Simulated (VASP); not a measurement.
# Re (P-3m1) in VASP: further runs, part 2 of 2

VASP 6.6.1.

### 3 Single point, PBE (atoms displaced along a vibrational mode, the cell strained)

Input file INCAR:

```
PREC = Accurate
ENCUT = 520
EDIFF = 1E-6
ISMEAR = 0
SIGMA = 0.15
LREAL = False
LASPH = True
NELM = 80
ALGO = Normal
ISIF = 2
LWAVE = False
LCHARG = False
GGA = PE
NBANDS = 14
```

Input file KPOINTS:

```
regular mesh
0
Gamma
  18 18 10
```

Input file POSCAR:

```
Re
1.0
    2.7379189912      0.0000000000      0.0000000000
   -1.3689594956      2.3711073999      0.0000000000
    0.0000000000      0.0000000000      4.4842238099
Re
2
Direct
    0.3333333333      0.6666666667      0.2283240079
    0.6666666667      0.3333333333      0.7716759921
```

Potentials or basis: VASP PAW PBE potentials, release 64 (Re).

Started as:

```console
cat potpaw_PBE.64/Re/POTCAR > POTCAR
mpirun -np 1 vasp_std > vasp.out
```

OUTCAR:

```text
PREC = Accurate
   ENCUT = 520
   EDIFF = 1E-6
   ISMEAR = 0
   LREAL = False
   LASPH = True
   NELM = 80
   ISIF = 2
   GGA = PE

 ion  position               nearest neighbor table
   1  0.333  0.667  0.228-   2 2.59   2 2.59   2 2.59   2 2.90   2 2.90   2 2.90
   2  0.667  0.333  0.772-   1 2.59   1 2.59   1 2.59   1 2.90   1 2.90   1 2.90

  LATTYP: Found a hexagonal cell.
 ALAT       =     2.7379189912
 C/A-ratio  =     1.6378219459

  Lattice vectors:

 A1 = (   2.7379189912,   0.0000000000,   0.0000000000)
 A2 = (  -1.3689594956,   2.3711073999,   0.0000000000)
 A3 = (   0.0000000000,   0.0000000000,   4.4842238099)

Analysis of symmetry for initial positions (statically):
=====================================================================
 Subroutine PRICEL returns:
 Original cell was already a primitive cell.

 Routine SETGRP: Setting up the symmetry group for a
 hexagonal supercell.

 Subroutine GETGRP returns: Found 12 space group operations
 (whereof 12 operations were pure point group operations)
 out of a pool of 24 trial point group operations.

The static configuration has the point symmetry D_3d.

Analysis of symmetry for dynamics (positions and initial velocities):
=====================================================================
 Subroutine PRICEL returns:
 Original cell was already a primitive cell.

 Routine SETGRP: Setting up the symmetry group for a
 hexagonal supercell.

 Subroutine GETGRP returns: Found 12 space group operations
 (whereof 12 operations were pure point group operations)
 out of a pool of 24 trial point group operations.

The dynamic configuration has the point symmetry D_3d.

 Subroutine INISYM returns: Found 12 space group operations
 (whereof 12 operations are pure point group operations),
 and found     1 'primitive' translations

----------------------------------------------------------------------------------------

                                     Primitive cell

  volume of cell :      29.1111

  direct lattice vectors                    reciprocal lattice vectors
     2.737918991  0.000000000  0.000000000     0.365240901  0.210871933  0.000000000
    -1.368959496  2.371107400  0.000000000     0.000000000  0.421743865  0.000000000
     0.000000000  0.000000000  4.484223810     0.000000000  0.000000000  0.223004034

  length of vectors
     2.737918991  2.737918991  4.484223810     0.421743865  0.421743865  0.223004034

  position of ions in fractional coordinates (direct lattice)
     0.333333333  0.666666667  0.228324008
     0.666666667  0.333333333  0.771675992

  ion indices of the primitive-cell ions
   primitive index   ion index
                 1           1
                 2           2

----------------------------------------------------------------------------------------

 KPOINTS: regular mesh

Automatic generation of k-mesh.
 Grid dimensions read from file:
 generate k-points for:   18   18   10

 Generating k-lattice:

  Cartesian coordinates                     Fractional coordinates (reciprocal lattice)
[... 39 lines left out ...]
  0.333333  0.111111  0.000000     12.000000
  0.388889  0.111111  0.000000     12.000000
 [... further k-points ...]
   k-points           NKPTS =    330   k-points in BZ     NKDIM =    330   number of bands    NBANDS=     14
   number of dos      NEDOS =    301   number of ions     NIONS =      2
   total plane-waves  NPLWV =  14400
   dimension x,y,z NGX =    20 NGY =   20 NGZ =   36
   dimension x,y,z NGXF=    40 NGYF=   40 NGZF=   72
   ions per type =               2
   NGX,Y,Z   is equivalent  to a cutoff of  12.14, 12.14, 13.35 a.u.
   NGXF,Y,Z  is equivalent  to a cutoff of  24.29, 24.29, 26.69 a.u.
 SYSTEM =  unknown system
   PREC   = accura    normal or accurate (medium, high low for compatibility)
   ISTART =      0    job   : 0-new  1-cont  2-samecut
   ICHARG =      2    charge: 1-file 2-atom 10-const
   ISPIN  =      1    spin polarized calculation?
   LNONCOLLINEAR =      F non collinear calculations
   LSORBIT =      F    spin-orbit coupling
   LASPH  =      T    aspherical Exc in radial PAW
   ENCUT  =  520.0 eV  38.22 Ry    6.18 a.u.   5.09  5.09  8.34*2*pi/ulx,y,z
   NELM   =     80;   NELMIN=  2; NELMDL= -5     # of ELM steps
   EDIFF  = 0.1E-05   stopping-criterion for ELM
   LREAL  =      F    real-space projection
   EDIFFG = 0.1E-04   stopping-criterion for IOM
   NSW    =      0    number of steps for IOM
   IBRION =     -1    ionic relax: 0-MD 1-quasi-New 2-CG
   NFREE  =      0    steps in history (QN), initial steepest desc. (CG)
   ISIF   =      2    stress and relaxation
   ISYM   =      2    0-nonsym 1-usesym 2-fastsym
   POTIM  = 0.5000    time-step for ionic-motion
   TEBEG  =    0.0;   TEEND  =   0.0 temperature during run
   PSTRESS=    0.0 pullay stress
   NELECT =      14.0000    total number of electrons
   NUPDOWN=      -1.0000    fix difference up-down
   EMIN   =  10.00;   EMAX   =-10.00  energy-range for DOS
   EFERMI =   0.00;   METHOD = LEGACY
   ISMEAR =     0;   SIGMA  =   0.15  broadening in eV -4-tet -1-fermi 0-gaus
   EFERMI_NEDOS =   21; number of points for ismear=-14 and -15
   IALGO  =     38    algorithm
   IMIX   =      4    mixing-type and parameters
     AMIX     =   0.40;   BMIX     =  1.00
     AMIX_MAG =   1.60;   BMIX_MAG =  1.00
  volume/ion in A,a.u.               =      14.56        98.23
  Fermi-wavevector in a.u.,A,eV,Ry     =   1.282619  2.423799 22.383115  1.645113
  Thomas-Fermi vector in A             =   2.414920
   LORBIT       =      0    0 simple, 1 ext, 2 COOP (PROOUT), +10 PAW based schemes
   GGA     = PE    functional components
   LHFCALC =     F    Hartree Fock is set to
   AEXX    =    0.0000 exact exchange contribution
   IVDW    =     0    specifies the selected vdW correction
   LEPSILON=     F    determine dielectric tensor
   LRPA    =     F    only Hartree local field effects (RPA)
 non-spin polarized calculation
 Gauss-broadening in eV      SIGMA  =   0.15
  energy-cutoff  :      520.00
  volume of cell :       29.11
 maximum number of plane-waves:       801
   NGX = 11   NGY = 11   NGZ = 17

 number of electron      14.0000000 magnetization

 Free energy of the ion-electron system (eV)
  ---------------------------------------------------
  ext. energy  EPLUGINS =         0.00000000
  ---------------------------------------------------
  free energy    TOTEN  =       -24.70371951 eV

  energy without entropy =      -24.69225605  energy(sigma->0) =      -24.69798778

 E-fermi :   7.9355     XC(G=0): -13.7599

 val. band max:        7.9320292559   @ k =   0.1111   0.0556   0.0000
 cond. band min:       7.9360624584   @ k =   0.3333   0.3333   0.0000
 fundamental gap:      0.0040332026
 Fermi energy:         7.9355294619

 k-point     1 :       0.0000    0.0000    0.0000
  band No.  band energies     occupation
      1      -1.9029      2.00000
      2       1.1995      2.00000
      3       6.2241      2.00000
      4       6.2851      2.00000
      5       6.2851      2.00000
      6       6.9255      2.00000
      7       6.9255      2.00000
      8       8.5993      0.00000
      9       8.5993      0.00000
     10       8.8770      0.00000
     11      11.6367      0.00000
     12      11.6367      0.00000
     13      17.2695      0.00000
     14      22.1669      0.00000
[... 377 lines left out ...]
      1       2.1910      2.00000
      2       2.4461      2.00000
      3       2.8638      2.00000
      4       5.6677      2.00000
      5       6.0217      2.00000
      6       6.6168      2.00000
      7       7.4182      2.00000
      8      11.3129      0.00000
      9      11.8425      0.00000
     10      12.2590      0.00000
     11      13.8630      0.00000
     12      16.6842      0.00000
     13      18.0660      0.00000
     14      19.3493      0.00000

 [... further k-points ...]

------------------------ aborting loop because EDIFF is reached ----------------------------------------

  FORCE on cell =-STRESS in cart. coord.  units (eV):
  Direction    XX          YY          ZZ          XY          YZ          ZX
  --------------------------------------------------------------------------------------
  -------------------------------------------------------------------------------------
  Total        3.0799832      3.0799832      2.8016855      0.0000000     -0.0000000     -0.0000000
  in kB      169.5117593    169.5117593    154.1952050      0.0000000     -0.0000000     -0.0000000
  external PRESSURE =     164.4062412 kB  Pullay stress =       0.0000000 kB

 VOLUME and BASIS-vectors are now :
 -----------------------------------------------------------------------------
  energy-cutoff  :      520.00
  volume of cell :       29.11
      direct lattice vectors                 reciprocal lattice vectors
     2.737918991  0.000000000  0.000000000     0.365240901  0.210871933  0.000000000
    -1.368959496  2.371107400  0.000000000     0.000000000  0.421743865  0.000000000
     0.000000000  0.000000000  4.484223810     0.000000000  0.000000000  0.223004034

 POSITION                                       TOTAL-FORCE (eV/Angst)
 -----------------------------------------------------------------------------------
     -0.00000      1.58074      1.02386        -0.000000      0.000000      1.844647
      1.36896      0.79037      3.46037         0.000000     -0.000000     -1.844647
 -----------------------------------------------------------------------------------
    total drift:                                0.000000     -0.000000     -0.000000

  FREE ENERGIE OF THE ION-ELECTRON SYSTEM (eV)
  ---------------------------------------------------
  free  energy   TOTEN  =       -24.7037195078 eV

  energy  without entropy=      -24.6922560499  energy(sigma->0) =      -24.69798778
```

OSZICAR:

```text
N       E                     dE             d eps       ncg     rms          rms(c)
DAV:   1     0.203580975433E+02    0.20358E+02   -0.67604E+03 18480   0.124E+03
DAV:   2    -0.249976945953E+02   -0.45356E+02   -0.39946E+02 15088   0.284E+02
DAV:   3    -0.260314585299E+02   -0.10338E+01   -0.10087E+01 14308   0.439E+01
DAV:   4    -0.260424649549E+02   -0.11006E-01   -0.10995E-01 14224   0.309E+00
DAV:   5    -0.260426815219E+02   -0.21657E-03   -0.21655E-03 14230   0.760E-01    0.450E+01
DAV:   6    -0.250641159351E+02    0.97857E+00   -0.78099E-01 15938   0.228E+01    0.193E+01
DAV:   7    -0.247161300924E+02    0.34799E+00   -0.55574E-01 16080   0.197E+01    0.591E-01
DAV:   8    -0.247051872272E+02    0.10943E-01   -0.87851E-03 14906   0.856E-01    0.222E-01
DAV:   9    -0.247037056579E+02    0.14816E-02   -0.12056E-03 16738   0.380E-01    0.309E-02
DAV:  10    -0.247037106999E+02   -0.50420E-05   -0.35031E-05 14712   0.626E-02    0.221E-02
DAV:  11    -0.247037193276E+02   -0.86277E-05   -0.13779E-05 15022   0.247E-02    0.469E-03
DAV:  12    -0.247037195078E+02   -0.18021E-06   -0.91798E-08  7402   0.100E-02
   1 F= -.24703720E+02 E0= -.24697988E+02  d E =-.114635E-01
```

Run time: 51 s. Hardware: 1 thread of Intel Xeon 6975P-C (Granite Rapids), shared host; peak memory 0.23 GiB.

Results:

```yaml
Free_energy: -24.7037 eV
Pressure: 16.4 GPa
Largest_force: 1.845 eV/Å
Band_gap_on_the_k_mesh: zero (bands 7 and 8 overlap by 3.20 eV)
```

Forces in eV/Å, atoms in the order of the input:
```
Re   0.000  0.000  1.845
Re   0.000  0.000 -1.845
```

Stress tensor (GPa, compression positive):
```
16.95  0.00  0.00
 0.00 16.95  0.00
 0.00  0.00 15.42
```

Levels at points of the mesh, in eV from the Fermi level:
```csv
k point,band 5,band 6,band 7,band 8,band 9,band 10
"(0.00, 0.00, 0.00)",-1.65,-1.01,-1.01,0.66,0.66,0.94
"(0.50, 0.00, 0.00)",-1.53,-1.31,-0.48,4.19,4.42,4.94
"(0.00, 0.00, 0.50)",-1.80,-1.67,-1.67,-1.31,2.30,2.30
"(0.50, 0.00, 0.50)",-0.38,1.07,1.17,1.49,4.16,4.36
```

Caveat: the cell differs from its parent crystal (atoms displaced along a vibrational mode, the cell strained); the cell stands under pressure; spin-orbit coupling is left out, which moves the levels of the heavy elements; forces of over 1 eV/Å act on the atoms, so gaps and moduli don't describe the material at rest.

### 4 Single point, PBE (atoms displaced along a vibrational mode, the cell strained)

Input file INCAR:

```
PREC = Accurate
ENCUT = 520
EDIFF = 1E-7
ISMEAR = 0
SIGMA = 0.15
LREAL = F
LASPH = T
NELM = 60
ALGO = Normal
ISIF = 2
LWAVE = F
LCHARG = F
GGA = PE
NBANDS = 14
```

KPOINTS is that of step 3.

Input file POSCAR:

```
Re
1.0
    2.8117293136      0.0000000000      0.0000000000
   -1.4058646568      2.4350290142      0.0000000000
    0.0000000000      0.0000000000      4.4842238099
Re
2
Direct
    0.3333333333      0.6666666667      0.2066480157
    0.6666666667      0.3333333333      0.7933519843
```

Potentials or basis: VASP PAW PBE potentials, release 64 (Re).

Started as:

```console
cat potpaw_PBE.64/Re/POTCAR > POTCAR
mpirun -np 1 vasp_std > vasp.out
```

OUTCAR:

```text
PREC = Accurate
   ENCUT = 520
   EDIFF = 1E-7
   ISMEAR = 0
   LREAL = F
   LASPH = T
   NELM = 60
   ISIF = 2
   GGA = PE

 ion  position               nearest neighbor table
   1  0.333  0.667  0.207-   2 2.46   2 2.46   2 2.46   2 3.09   2 3.09   2 3.09
   2  0.667  0.333  0.793-   1 2.46   1 2.46   1 2.46   1 3.09   1 3.09   1 3.09

  LATTYP: Found a hexagonal cell.
 ALAT       =     2.8117293136
 C/A-ratio  =     1.5948277056

  Lattice vectors:

 A1 = (   2.8117293136,   0.0000000000,   0.0000000000)
 A2 = (  -1.4058646568,   2.4350290142,   0.0000000000)
 A3 = (   0.0000000000,   0.0000000000,   4.4842238099)

Analysis of symmetry for initial positions (statically):
=====================================================================
 Subroutine PRICEL returns:
 Original cell was already a primitive cell.

 Routine SETGRP: Setting up the symmetry group for a
 hexagonal supercell.

 Subroutine GETGRP returns: Found 12 space group operations
 (whereof 12 operations were pure point group operations)
 out of a pool of 24 trial point group operations.

The static configuration has the point symmetry D_3d.
[... 175 lines left out ...]
      5       5.4990      2.00000
      6       5.4990      2.00000
      7       5.9449      2.00000
      8       8.3600      0.00000
      9       8.3600      0.00000
     10       9.4399      0.00000
     11      11.2462      0.00000
     12      11.2462      0.00000
     13      15.0210      0.00000
     14      21.0902      0.00000
[... 377 lines left out ...]
      1       1.4250      2.00000
      2       1.9883      2.00000
      3       2.6223      2.00000
      4       4.7564      2.00000
      5       5.4001      2.00000
      6       6.2341      2.00000
      7       7.3612      1.49218
      8      10.5478      0.00000
      9      10.6884      0.00000
     10      11.6748      0.00000
     11      12.6369      0.00000
     12      15.1377      0.00000
     13      16.6783      0.00000
     14      17.8900      0.00000

 [... further k-points ...]

------------------------ aborting loop because EDIFF is reached ----------------------------------------

  FORCE on cell =-STRESS in cart. coord.  units (eV):
  Direction    XX          YY          ZZ          XY          YZ          ZX
  --------------------------------------------------------------------------------------
  -------------------------------------------------------------------------------------
  Total        1.7201828      1.7201828      4.9281400      0.0000000     -0.0000000     -0.0000000
  in kB       89.7677345     89.7677345    257.1749675      0.0000000     -0.0000000     -0.0000000
  external PRESSURE =     145.5701455 kB  Pullay stress =       0.0000000 kB

 VOLUME and BASIS-vectors are now :
 -----------------------------------------------------------------------------
  energy-cutoff  :      520.00
  volume of cell :       30.70
      direct lattice vectors                 reciprocal lattice vectors
     2.811729314  0.000000000  0.000000000     0.355653012  0.205336362  0.000000000
    -1.405864657  2.435029014  0.000000000     0.000000000  0.410672725  0.000000000
     0.000000000  0.000000000  4.484223810     0.000000000  0.000000000  0.223004034

 POSITION                                       TOTAL-FORCE (eV/Angst)
 -----------------------------------------------------------------------------------
     -0.00000      1.62335      0.92666         0.000000      0.000000      4.901072
      1.40586      0.81168      3.55757        -0.000000      0.000000     -4.901072
 -----------------------------------------------------------------------------------
    total drift:                                0.000000     -0.000000     -0.000000

  FREE ENERGIE OF THE ION-ELECTRON SYSTEM (eV)
  ---------------------------------------------------
  free  energy   TOTEN  =       -24.1486750056 eV

  energy  without entropy=      -24.1288695039  energy(sigma->0) =      -24.13877225
```

OSZICAR:

```text
N       E                     dE             d eps       ncg     rms          rms(c)
DAV:   1     0.219213134194E+02    0.21921E+02   -0.67700E+03 18456   0.123E+03
DAV:   2    -0.243878831591E+02   -0.46309E+02   -0.40828E+02 15162   0.281E+02
DAV:   3    -0.254572031579E+02   -0.10693E+01   -0.10459E+01 14292   0.438E+01
DAV:   4    -0.254683988472E+02   -0.11196E-01   -0.11185E-01 14480   0.323E+00
DAV:   5    -0.254686396868E+02   -0.24084E-03   -0.24082E-03 14106   0.805E-01    0.444E+01
DAV:   6    -0.244947374700E+02    0.97390E+00   -0.86293E-01 15884   0.220E+01    0.192E+01
DAV:   7    -0.241596587143E+02    0.33508E+00   -0.59545E-01 16088   0.192E+01    0.627E-01
DAV:   8    -0.241500634045E+02    0.95953E-02   -0.99580E-03 14982   0.842E-01    0.240E-01
DAV:   9    -0.241486712477E+02    0.13922E-02   -0.14454E-03 15950   0.368E-01    0.312E-02
DAV:  10    -0.241486678057E+02    0.34420E-05   -0.48631E-05 14120   0.704E-02    0.227E-02
DAV:  11    -0.241486750842E+02   -0.72785E-05   -0.15696E-05 15360   0.305E-02    0.457E-03
DAV:  12    -0.241486752646E+02   -0.18048E-06   -0.15924E-07  9178   0.114E-02    0.496E-03
DAV:  13    -0.241486749718E+02    0.29283E-06   -0.39538E-07 11396   0.807E-03    0.495E-03
DAV:  14    -0.241486750056E+02   -0.33815E-07   -0.36682E-08  6210   0.541E-03
   1 F= -.24148675E+02 E0= -.24138772E+02  d E =-.198055E-01
```

Wall time 4.7 min (1 thread of AMD EPYC 7R43 (Zen 3), shared host); peak memory 0.22 GiB.

What came out:

```yaml
Free_energy: -24.1487 eV
Pressure: 14.6 GPa
Largest_force: 4.901 eV/Å
Band_gap_on_the_k_mesh: zero (bands 7 and 8 overlap by 2.61 eV)
```

Forces on the atoms (eV/Å):
```
Re   0.000  0.000  4.901
Re   0.000  0.000 -4.901
```

Stress tensor (GPa, compression positive):
```
 8.98  0.00  0.00
 0.00  8.98  0.00
 0.00  0.00 25.72
```

Caveat: the cell differs from its parent crystal (atoms displaced along a vibrational mode, the cell strained); the stress differs along the axes, from 9 to 26 GPa; spin-orbit coupling is left out, which moves the levels of the heavy elements; forces of over 1 eV/Å act on the atoms, so gaps and moduli don't describe the material at rest.

### 5 Overview

```tsv
cell	gap on the mesh (eV)	pressure (GPa)	largest force (eV/Å)
a = 2.738, b = 2.738, c = 4.484 Å, angles 90.0, 90.0, 120.0°, 2 atoms, atomic positions A	none	38.0	6.21
a = 2.738, b = 2.738, c = 4.484 Å, angles 90.0, 90.0, 120.0°, 2 atoms, atomic positions B	none	16.4	1.84
a = 2.812, b = 2.812, c = 4.484 Å, angles 90.0, 90.0, 120.0°, 2 atoms, atomic positions A	none	14.6	4.90
```

Alike in all rows: task single point; level PBE; potentials or basis VASP PAW PBE potentials, release 64 (Re); no spin polarisation; k mesh 18 × 18 × 10; cutoff (eV) 520; smearing gaussian 0.15 eV.

Caveats: spin-orbit coupling is left out, which moves the levels of the heavy elements; forces of over 1 eV/Å act on the atoms, so gaps and moduli don't describe the material at rest; the stress differs along the axes, from 34 to 46 GPa (at least some runs); the cell stands under pressure (at least some runs); the stress differs along the axes, from 9 to 26 GPa (at least some runs).

Absolute energies hang on the potentials; compare differences alone.
